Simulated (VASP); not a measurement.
A run of VASP 6.6.1 is set up as follows.

INCAR

```
SYSTEM = InAs
PREC     = Accurate       ! precision mode
ENCUT    = 500            ! plane-wave cutoff, eV
EDIFF    = 1E-6           ! SCF threshold, eV
ISMEAR   = -1             ! smearing method
SIGMA    = 0.05           ! smearing width, eV
LREAL    = .FALSE.        ! projectors in reciprocal space
LASPH    = .TRUE.         ! aspherical terms in the spheres
NELM     = 120            ! most SCF steps
ALGO     = Normal         ! electronic algorithm
ISIF     = 2              ! what is computed and relaxed
LWAVE    = .FALSE.        ! write WAVECAR
LCHARG   = .TRUE.         ! write CHGCAR
GGA      = PS             ! functional
LELF     = .TRUE.         ! ELF
LVHAR    = .TRUE.       
NBANDS   = 16             ! bands
GGA_COMPAT= .FALSE.
```

Contents of KPOINTS:

```
regular mesh
0
G
  8 8 8
  0 0 0
```

Contents of POSCAR:

```
InAs
1.0
    4.0691220000      0.0000000000      0.0000000000
    2.0345610000      3.5239630231      0.0000000000
    2.0345610000      1.1746543410      3.3224242004
In As
1 1
Direct
    0.5000000000      0.5000000000      0.5000000000
    0.0000000000      0.0000000000      0.0000000000
```

Potentials or basis: VASP PAW PBE potentials, release 64 (In_d, As).

Run with:

```console
$ cat potpaw_PBE.64/In_d/POTCAR potpaw_PBE.64/As/POTCAR > POTCAR
$ mpirun -np 1 vasp_std > vasp.out
```

Q: Predict the band gap on the k mesh.

A: Zero (band 9 reaches 6.13 eV, above the bottom of band 10 at 3.54 eV).

Q: Predict the pressure.

A: -3.1 GPa.

Caveat: the PAW data sets were made with another functional, which shifts forces and pressure a little; spin-orbit coupling is left out, which moves the levels of the heavy elements.
